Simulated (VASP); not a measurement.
# ZrB3 (P6/mmm) in VASP: notebook

Runs on ZrB3. Level: PBE. Tasks: single point, relaxation of cell and atoms.

All numbers are computed with VASP 6.6.1; they aren't measurements. Logs are shortened: lines on timing, memory, paths and dates and some standing lists are left out, and cuts for length are marked.

## 1. The cell of the first run

Symmetry: P6/mmm, No. 191, hexagonal system. The conventional cell has a = 3.580 Å, b = 3.580 Å, c = 3.583 Å, α = 90.00°, β = 90.00°, γ = 120.00°. Zr (site symmetry 6/mmm) has 12 B at 2.53 Å within 3.3 Å. Within 2.4 Å of B (site symmetry mmm) lie 4 B at 1.79 Å.

## 2. Single point, PBE

Input file INCAR:

```
SYSTEM = ZrB3
PREC = Accurate ; ENCUT = 500
EDIFF = 1E-6 ; ISMEAR = 0
SIGMA = 0.1 ; LREAL = .False.
LASPH = .True. ; NELM = 120
ALGO = Normal ; ISIF = 2
LWAVE = .False. ; LCHARG = .True.
GGA = PE ; LELF = .True.
LVHAR = .True. ; NBANDS = 31
GGA_COMPAT = .False.
```

Input file KPOINTS:

```
Automatic mesh
0
Gamma
  6 6 4
  0 0 0
```

Input file POSCAR:

```
ZrB3
1.0
    3.5795750349      0.0000000000      0.0000000000
   -1.7897875175      3.1000029150      0.0000000000
    0.0000000000      0.0000000000      7.1664553080
Zr B
2 6
Direct
    0.0000000000      0.0000000000      0.0000000000
    0.0000000000      0.0000000000      0.5000000000
    0.5000000105      0.5000000105      0.2500000000
    0.0000000000      0.5000000105      0.7500000000
    0.4999999895      0.0000000000      0.2500000000
    0.4999999895      0.4999999895      0.7500000000
    0.0000000000      0.4999999895      0.2500000000
    0.5000000105      0.0000000000      0.7500000000
```

Potentials or basis: VASP PAW PBE potentials, release 64 (Zr_sv, B).

On the command line:

```sh
> cat potpaw_PBE.64/Zr_sv/POTCAR potpaw_PBE.64/B/POTCAR > POTCAR
> mpirun -np 1 vasp_std > vasp.out
```

OUTCAR:

```text
SYSTEM = ZrB3
   PREC = Accurate
   ENCUT = 500
   EDIFF = 1E-6
   ISMEAR = 0
   LREAL = .False.
   LASPH = .True.
   NELM = 120
   ISIF = 2
   GGA = PE

 ion  position               nearest neighbor table
   1  0.000  0.000  0.000-   3 2.53   6 2.53   5 2.53   8 2.53   7 2.53   4 2.53   3 2.53   6 2.53
                             5 2.53   8 2.53   4 2.53   7 2.53   2 3.58   2 3.58
   2  0.000  0.000  0.500-   3 2.53   6 2.53   5 2.53   8 2.53   7 2.53   4 2.53   3 2.53   6 2.53
                             5 2.53   8 2.53   4 2.53   7 2.53   1 3.58   1 3.58
   3  0.500  0.500  0.250-   7 1.79   7 1.79   5 1.79   5 1.79   1 2.53   2 2.53   1 2.53   2 2.53

   4  0.000  0.500  0.750-   8 1.79   8 1.79   6 1.79   6 1.79   2 2.53   1 2.53   1 2.53   2 2.53

   5  0.500  0.000  0.250-   7 1.79   7 1.79   3 1.79   3 1.79   1 2.53   2 2.53   1 2.53   2 2.53
[... 13 lines left out ...]
 A1 = (   3.5795750349,   0.0000000000,   0.0000000000)
 A2 = (  -1.7897875175,   3.1000029150,   0.0000000000)
 A3 = (   0.0000000000,   0.0000000000,   7.1664553080)

Analysis of symmetry for initial positions (statically):
=====================================================================
 Subroutine PRICEL returns following result:

  LATTYP: Found a hexagonal cell.
 ALAT       =     3.5795750349
 C/A-ratio  =     1.0010204058

  Lattice vectors:

 A1 = (   3.5795750349,   0.0000000000,   0.0000000000)
 A2 = (  -1.7897875175,   3.1000029150,   0.0000000000)
 A3 = (   0.0000000000,   0.0000000000,   3.5832276540)

   2 primitive cells build up your supercell.

 Routine SETGRP: Setting up the symmetry group for a
 hexagonal supercell.

 Subroutine GETGRP returns: Found 24 space group operations
 (whereof 24 operations were pure point group operations)
 out of a pool of 24 trial point group operations.

The static configuration has the point symmetry D_6h.

Analysis of symmetry for dynamics (positions and initial velocities):
=====================================================================
 Subroutine PRICEL returns following result:

  LATTYP: Found a hexagonal cell.
 ALAT       =     3.5795750349
 C/A-ratio  =     1.0010204058

  Lattice vectors:

 A1 = (   3.5795750349,   0.0000000000,   0.0000000000)
 A2 = (  -1.7897875175,   3.1000029150,   0.0000000000)
 A3 = (   0.0000000000,   0.0000000000,   3.5832276540)

   2 primitive cells build up your supercell.

[... 109 lines left out ...]
   EDIFFG = 0.1E-04   stopping-criterion for IOM
   NSW    =      0    number of steps for IOM
   IBRION =     -1    ionic relax: 0-MD 1-quasi-New 2-CG
   NFREE  =      0    steps in history (QN), initial steepest desc. (CG)
   ISIF   =      2    stress and relaxation
   ISYM   =      2    0-nonsym 1-usesym 2-fastsym
   POTIM  = 0.5000    time-step for ionic-motion
   TEBEG  =    0.0;   TEEND  =   0.0 temperature during run
   PSTRESS=    0.0 pullay stress
   NELECT =      42.0000    total number of electrons
   NUPDOWN=      -1.0000    fix difference up-down
   EMIN   =  10.00;   EMAX   =-10.00  energy-range for DOS
   EFERMI =   0.00;   METHOD = LEGACY
   ISMEAR =     0;   SIGMA  =   0.10  broadening in eV -4-tet -1-fermi 0-gaus
   EFERMI_NEDOS =   21; number of points for ismear=-14 and -15
   IALGO  =     38    algorithm
   IMIX   =      4    mixing-type and parameters
     AMIX     =   0.40;   BMIX     =  1.00
     AMIX_MAG =   1.60;   BMIX_MAG =  1.00
  volume/ion in A,a.u.               =       9.94        67.08
  Fermi-wavevector in a.u.,A,eV,Ry     =   1.323301  2.500676 23.825505  1.751125
  Thomas-Fermi vector in A             =   2.452919
   LORBIT       =      0    0 simple, 1 ext, 2 COOP (PROOUT), +10 PAW based schemes
   GGA     = PE    functional components
   LHFCALC =     F    Hartree Fock is set to
   AEXX    =    0.0000 exact exchange contribution
   IVDW    =     0    specifies the selected vdW correction
   LEPSILON=     F    determine dielectric tensor
   LRPA    =     F    only Hartree local field effects (RPA)
 non-spin polarized calculation
 Gauss-broadening in eV      SIGMA  =   0.10
  energy-cutoff  :      500.00
  volume of cell :       79.52
 maximum number of plane-waves:      2079
 NGX is ok and might be reduce to    28

 number of electron      42.0000001 magnetization

 Free energy of the ion-electron system (eV)
  ---------------------------------------------------
  ext. energy  EPLUGINS =         0.00000000
  ---------------------------------------------------
  free energy    TOTEN  =       -58.86678069 eV

  energy without entropy =      -58.84641206  energy(sigma->0) =      -58.85659638

 E-fermi :   9.8058     XC(G=0): -12.0384

 val. band max:        9.7811877894   @ k =   0.1667   0.1667   0.2500
 cond. band min:       9.8404976832   @ k =   0.3333   0.1667   0.0000
 fundamental gap:      0.0593098938
 Fermi energy:         9.8058258223

 k-point     1 :       0.0000    0.0000    0.0000
  band No.  band energies     occupation
      1     -39.3413      2.00000
      2     -39.3256      2.00000
      3     -17.8835      2.00000
      4     -17.5774      2.00000
      5     -17.2685      2.00000
      6     -17.2685      2.00000
[... 703 lines left out ...]
     30      12.7656      0.00000
     31      17.1033      0.00000

------------------------ aborting loop because EDIFF is reached ----------------------------------------

  FORCE on cell =-STRESS in cart. coord.  units (eV):
  Direction    XX          YY          ZZ          XY          YZ          ZX
  --------------------------------------------------------------------------------------
  -------------------------------------------------------------------------------------
  Total       -0.0138604     -0.0138604      0.1261284      0.0000000      0.0000000      0.0000000
  in kB       -0.2792472     -0.2792472      2.5411221      0.0000000      0.0000000      0.0000000
  external PRESSURE =       0.6608759 kB  Pullay stress =       0.0000000 kB

 VOLUME and BASIS-vectors are now :
 -----------------------------------------------------------------------------
  energy-cutoff  :      500.00
  volume of cell :       79.52
      direct lattice vectors                 reciprocal lattice vectors
     3.579575035  0.000000000  0.000000000     0.279362771  0.161290171  0.000000000
    -1.789787517  3.100002915  0.000000000     0.000000000  0.322580342  0.000000000
     0.000000000  0.000000000  7.166455308     0.000000000  0.000000000  0.139538999

 POSITION                                       TOTAL-FORCE (eV/Angst)
 -----------------------------------------------------------------------------------
      0.00000      0.00000      0.00000        -0.000000     -0.000000     -0.000000
      0.00000      0.00000      3.58323        -0.000000     -0.000000      0.000000
      0.89489      1.55000      1.79161        -0.000000      0.000000     -0.000000
     -0.89489      1.55000      5.37484        -0.000000      0.000000      0.000000
      1.78979      0.00000      1.79161         0.000000      0.000000     -0.000000
      0.89489      1.55000      5.37484         0.000000      0.000000     -0.000000
     -0.89489      1.55000      1.79161        -0.000000      0.000000      0.000000
      1.78979      0.00000      5.37484        -0.000000      0.000000     -0.000000
 -----------------------------------------------------------------------------------
    total drift:                               -0.000000     -0.000000      0.000000

  FREE ENERGIE OF THE ION-ELECTRON SYSTEM (eV)
  ---------------------------------------------------
  free  energy   TOTEN  =       -58.8667806908 eV

  energy  without entropy=      -58.8464120602  energy(sigma->0) =      -58.85659638
```

stdout:

```text
POSCAR found type information on POSCAR ZrB
 POSCAR found :  2 types and       8 ions
 scaLAPACK will be used
 LDA part: xc-table for (Slater+PW92), standard interpolation
 POSCAR, INCAR and KPOINTS ok, starting setup
 FFT: planning ... GRIDC
 FFT: planning ... GRID_SOFT
 FFT: planning ... GRID
 WAVECAR not read
 entering main loop
```

Wall time 28 s (1 thread of Intel Xeon 6975P-C (Granite Rapids), shared host); peak memory 0.21 GiB.

Results:

```yaml
Free_energy: -58.8668 eV
Pressure: 0.1 GPa
Band_gap_on_the_k_mesh: zero (bands 21 and 22 overlap by 3.28 eV)
```

Levels at points of the mesh, in eV from the Fermi level:
```
           k point  band 19  band 20  band 21  band 22  band 23  band 24  band 25  band 26
(0.00, 0.00, 0.00)    -2.68    -2.23    -2.23    -1.20    -1.20     1.27     1.27     1.54
(0.50, 0.00, 0.00)    -3.92    -0.23     0.05     0.06     1.65     2.55     2.70     2.89
(0.00, 0.00, 0.50)    -1.83    -1.83    -1.83    -1.83    -0.60    -0.60     2.74     2.74
(0.50, 0.00, 0.50)    -3.11    -3.11     1.45     1.45     2.15     2.15     2.44     2.44
```

## 3. Single point, PBE

This run uses another cell than the first one: it holds 4 atoms, not 8.

Input file INCAR:

```
SYSTEM = ZrB3
  ALGO = Normal
  EDIFF = 1E-6
  ENCUT = 500
  GGA = PE
  GGA_COMPAT = .FALSE.
  ISIF = 2
  ISMEAR = 0
  LASPH = .TRUE.
  LCHARG = .FALSE.
  LREAL = .FALSE.
  LWAVE = .FALSE.
  NBANDS = 18
  NELM = 120
  PREC = Accurate
  SIGMA = 0.1
```

Input file KPOINTS:

```
k-points
0
G
  15 15 14
  0 0 0
```

Input file POSCAR:

```
ZrB3
1.0
    3.5785675935      0.0000000000      0.0000000000
   -1.7892837968      3.0991304452      0.0000000000
    0.0000000000      0.0000000000      3.5824543536
Zr B
1 3
Direct
    0.0000000000      0.0000000000      0.0000000000
    0.5000000000      0.5000000000      0.5000000000
    0.0000000000      0.5000000000      0.5000000000
    0.5000000000      0.0000000000      0.5000000000
```

Potentials or basis: VASP PAW PBE potentials, release 64 (Zr_sv, B).

On the command line:

```sh
> cat potpaw_PBE.64/Zr_sv/POTCAR potpaw_PBE.64/B/POTCAR > POTCAR
> mpirun -np 1 vasp_std > vasp.out
```

It took 59 s on 1 thread of Intel Xeon 6975P-C (Granite Rapids), shared host; peak memory 0.26 GiB.

It converged, with:

* Free energy: -29.4494 eV
* Pressure: 0.1 GPa
* Band gap on the k mesh: zero (an odd number of electrons rules out a gap without spin polarisation)

Stress tensor (GPa, compression positive):
```
0.08 0.00 0.00
0.00 0.08 0.00
0.00 0.00 0.17
```

Levels at points of the mesh, in eV from the Fermi level:
| k point | band 6 | band 7 | band 8 | band 9 | band 10 | band 11 | band 12 | band 13 | band 14 | band 15 |
| --- | --- | --- | --- | --- | --- | --- | --- | --- | --- | --- |
| (0.00, 0.00, 0.00) | -7.25 | -3.95 | -3.02 | -3.02 | -2.57 | -2.12 | -2.12 | 1.66 | 1.66 | 4.93 |
| (0.00, 0.00, 0.50) | -7.73 | -7.04 | -4.94 | -4.94 | -1.08 | -1.08 | 1.36 | 1.36 | 1.70 | 6.71 |

(Part 1 of 2 ends here.)
